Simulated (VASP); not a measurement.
## CuSn4: single point with PBE

CuSn4:

```
Cu Sn
1.0
    -3.46738    3.46738    3.46738
     3.46738   -3.46738    3.46738
     3.46738    3.46738   -3.46738
Cu Sn
1 4
Direct
  0.00000 0.00000 0.00000
  0.00000 0.00000 0.74631
  0.74631 0.00000 0.00000
  0.00000 0.74631 0.00000
  0.25369 0.25369 0.25369
```

The cell was generated, and may not be a known phase.

```yaml
Program: VASP 6.6.1
Task: single point
Functional: PBE
Potentials_or_basis: VASP PAW PBE potentials, release 64 (Cu_sv_GW, Sn_d)
Cutoff: 820 eV
k_mesh: 4 × 4 × 4
Occupations: gaussian, width 0.1 eV
Spin: no spin polarisation
Dipole_correction: no
Further_INCAR_settings: ALGO = Normal; EDIFF = 1e-06; NBANDS = 46
```

```yaml
Pressure: 122.0 GPa
Largest_force: 64.384 eV/Å
Band_gap_on_the_k_mesh: zero (an odd number of electrons rules out a gap without spin polarisation)
```

Forces on the atoms (eV/Å):
```
Cu    0.000   0.000   0.000
Sn  -37.172 -37.172  37.172
Sn   37.172 -37.172 -37.172
Sn  -37.172  37.172 -37.172
Sn   37.172  37.172  37.172
```

Levels at points of the mesh, in eV from the Fermi level:
| k point | band 35 | band 36 | band 37 | band 38 | band 39 | band 40 |
| --- | --- | --- | --- | --- | --- | --- |
| (0.00, 0.00, 0.00) | -1.52 | -1.52 | -1.52 | 0.36 | 0.36 | 2.33 |
| (0.50, 0.00, 0.00) | -1.91 | -0.17 | 0.07 | 0.13 | 0.30 | 2.65 |
| (0.50, 0.50, 0.50) | -1.32 | -0.21 | -0.21 | -0.21 | 0.36 | 3.40 |

Run time: 94 s on 1 thread of AMD EPYC 9R45 96-Core Processor (Zen 5) (shared host), peak memory 0.45 GiB.

Caveat: atoms lie so close that the PAW spheres overlap strongly, which falsifies energies and pressures; the cell stands under pressure; spin-orbit coupling is left out, which moves the levels of the heavy elements; forces of over 1 eV/Å act on the atoms, so gaps and moduli don't describe the material at rest.
